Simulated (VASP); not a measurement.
**Ni: single point with PBEsol**

The system is Ni.

```
Ni
1.0
    -1.37843    1.37843    1.37843
     1.37843   -1.37843    1.37843
     1.37843    1.37843   -1.37843
Ni
1
Direct
  0.00000 0.00000 0.00000
```

```json
{"Program": "VASP 6.6.1", "Task": "single point", "Functional": "PBEsol", "Potentials or basis": "VASP PAW PBE potentials, release 64 (Ni)", "Cutoff": "520 eV", "k mesh": "13 × 13 × 13", "Occupations": "fermi-dirac, width 0.05 eV", "Spin": "collinear spin, ferromagnetic start", "Starting moments": "[1.0] μB", "Dipole correction": "no", "Further INCAR settings": "ALGO = Fast; EDIFF = 1e-07; NBANDS = 15"}
```

The pressure is 0.0 GPa. The net moment is 0.57 μB per cell, the site moments are Ni +0.57 μB and the valence electrons inside the program's atomic spheres are Ni 9.39.

Levels at points of the mesh, in eV from the Fermi level:
Spin up:
```csv
k point,band 1,band 2,band 3,band 4,band 5,band 6,band 7,band 8,band 9,band 10
"(0.00, 0.00, 0.00)",-9.18,-2.38,-2.38,-2.38,-0.90,-0.90,26.84,26.84,26.84,31.99
```
Spin down:
```
           k point  band 3  band 4  band 5  band 6  band 7  band 8
(0.00, 0.00, 0.00)   -1.72   -1.72   -0.37   -0.37   26.78   26.78
```

Run time: 19 s on 1 thread of AMD EPYC 9R45 96-Core Processor (Zen 5) (shared host), peak memory 0.1 GiB.

Caveat: the PAW data sets were made with another functional, which shifts forces and pressure a little.
